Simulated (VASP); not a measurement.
Write the native input for VASP 6.6.1 that does the following.

```yaml
Task: single point
Functional: PBE
Potentials_or_basis: VASP PAW PBE potentials, release 64 (Al)
Cutoff: 520 eV
k_mesh: 3 × 3 × 3
Occupations: gaussian, width 0.05 eV
Spin: no spin polarisation
Dipole_correction: no
Further_INCAR_settings: LREAL = Auto; ALGO = Normal; EDIFF = 1e-07; NBANDS = 68
```

The structure of Al (a cell with a defect) lies in POSCAR:

```
Al
1.0
    8.1000000000      0.0000000000      0.0000000000
    0.0000000000      8.1000000000      0.0000000000
    0.0000000000      0.0000000000      8.1000000000
Al
31
Direct
    0.5002449383      0.0020116049      0.0010366667
    0.7470048148      0.2515841975      0.0010319753
    0.7516165432     -0.0009971605      0.2522713580
    0.0018281481      0.0012538272      0.0010276543
    0.2800733333      0.2791271605      0.0009775309
    0.7492508642      0.7484790123      0.0010256790
    0.2497028395      0.0033044444      0.2474255556
    0.5047192593      0.2496790123      0.2585353086
    0.7486339506      0.4998651852      0.2475869136
    0.5002091358     -0.0035098765      0.5010365432
    0.7574019753      0.2483072840      0.5010345679
    0.7516064198     -0.0009702469      0.7497958025
    0.0027292593      0.4995506173      0.0010201235
    0.2520574074      0.7465651852      0.0010183951
    0.0039507407      0.2490835802      0.2473445679
    0.2504046914      0.5039744444      0.2582487654
    0.5004717284      0.7479701235      0.2474659259
    0.0007035802      0.0000280247      0.5010311111
    0.2487007407      0.2481183951      0.5010187654
    0.5022113580      0.5016296296      0.5010175309
    0.7502337037      0.7496475309      0.5010267901
    0.2496987654      0.0032961728      0.7546025926
    0.5047059259      0.2497101235      0.7435174074
    0.7486360494      0.4998730864      0.7544471605
   -0.0003583951      0.7509360494      0.2523103704
   -0.0026974074      0.4995881481      0.5010082716
    0.2489630864      0.7565324691      0.5010055556
    0.0039492593      0.2490988889      0.7546962963
    0.2503833333      0.5040109877      0.7437443210
    0.5004688889      0.7479781481      0.7545775309
   -0.0003630864      0.7509533333      0.7497241975
```

One way to write it, as run:

INCAR

```
SYSTEM = Al
PREC     = Accurate       ! precision mode
ENCUT    = 520            ! plane-wave cutoff, eV
EDIFF    = 1E-7           ! SCF threshold, eV
ISMEAR   = 0              ! smearing method
SIGMA    = 0.05           ! smearing width, eV
LREAL    = Auto         
LASPH    = .True.         ! aspherical terms in the spheres
NELM     = 60             ! most SCF steps
ALGO     = Normal         ! electronic algorithm
ISIF     = 2              ! what is computed and relaxed
LWAVE    = .False.        ! write WAVECAR
LCHARG   = .False.        ! write CHGCAR
GGA      = PE             ! functional
NBANDS   = 68             ! bands
```

KPOINTS

```
Automatic mesh
0
Gamma
  3 3 3
  0 0 0
```

Potentials or basis: VASP PAW PBE potentials, release 64 (Al).

Run with:

```console
$ cat potpaw_PBE.64/Al/POTCAR > POTCAR
$ mpirun -np 1 vasp_std > vasp.out
```

It gave:

* Pressure: -1.1 GPa
* Largest force: 0.463 eV/Å
* Band gap on the k mesh: zero (an odd number of electrons rules out a gap without spin polarisation)

Wall time 5.7 min on 1 thread of Intel(R) Xeon(R) 6975P-C (Granite Rapids) (shared host), peak memory 0.62 GiB.
